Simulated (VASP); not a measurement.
Here is a VASP 6.6.1 calculation.

The input INCAR:

```
SYSTEM = GaP
PREC = Accurate ; ENCUT = 500
EDIFF = 1E-6 ; ISMEAR = 0
SIGMA = 0.01 ; LREAL = .FALSE.
LASPH = .TRUE. ; NELM = 120
ALGO = Normal ; ISIF = 2
LWAVE = .FALSE. ; LCHARG = .TRUE.
GGA = PS ; LELF = .TRUE.
LVHAR = .TRUE. ; NBANDS = 16
GGA_COMPAT = .FALSE.
```

The input KPOINTS:

```
Automatic mesh
0
G
  4 4 4
  0 0 0
```

The input POSCAR:

```
GaP
1.0
    0.0000000000      2.7252500000      2.7252500000
    2.7252500000      0.0000000000      2.7252500000
    2.7252500000      2.7252500000      0.0000000000
Ga P
1 1
Direct
    0.0000000000      0.0000000000      0.0000000000
    0.2500000000      0.2500000000      0.2500000000
```

Potentials or basis: VASP PAW PBE potentials, release 64 (Ga_d, P).

Run with:

```bash
$ cat potpaw_PBE.64/Ga_d/POTCAR potpaw_PBE.64/P/POTCAR > POTCAR
$ mpirun -np 1 vasp_std > vasp.out
```

(1) Estimate the band gap on the k mesh.

(2) What does it give for the pressure?

Answers

(1) 1.48 eV, indirect (least direct gap 1.74 eV).

(2) -0.2 GPa.

Caveat: the k points lie up to 0.50 Å⁻¹ apart; the PAW data sets were made with another functional, which shifts forces and pressure a little.
